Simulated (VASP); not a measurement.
A run of VASP 6.6.1 is set up as follows.

The input INCAR:

```
SYSTEM = ZrO2
PREC     = Accurate       ! precision mode
ENCUT    = 600            ! plane-wave cutoff, eV
EDIFF    = 1E-6           ! SCF threshold, eV
ISMEAR   = 0              ! smearing method
SIGMA    = 0.01           ! smearing width, eV
LREAL    = .False.        ! projectors in reciprocal space
LASPH    = .True.         ! aspherical terms in the spheres
NELM     = 120            ! most SCF steps
ALGO     = Normal         ! electronic algorithm
ISIF     = 2              ! what is computed and relaxed
LWAVE    = .False.        ! write WAVECAR
LCHARG   = .False.        ! write CHGCAR
GGA      = PE             ! functional
NBANDS   = 19             ! bands
GGA_COMPAT= .False.
```

Contents of KPOINTS:

```
regular mesh
0
Gamma
  6 6 6
  0 0 0
```

Contents of POSCAR:

```
ZrO2
1.0
    0.0000000000      2.5350000000      2.5350000000
    2.5350000000      0.0000000000      2.5350000000
    2.5350000000      2.5350000000      0.0000000000
Zr O
1 2
Direct
    0.0000000000      0.0000000000      0.0000000000
    0.2500000000      0.2500000000      0.2500000000
    0.7500000000      0.7500000000      0.7500000000
```

Potentials or basis: VASP PAW PBE potentials, release 64 (Zr_sv, O).

Launch:

```console
$ cat potpaw_PBE.64/Zr_sv/POTCAR potpaw_PBE.64/O/POTCAR > POTCAR
$ mpirun -np 1 vasp_std > vasp.out
```

(1) Estimate the pressure.

(2) Estimate the band gap on the k mesh.

Results:

(1) 6.9 GPa.

(2) 3.39 eV, indirect (least direct gap 3.84 eV).
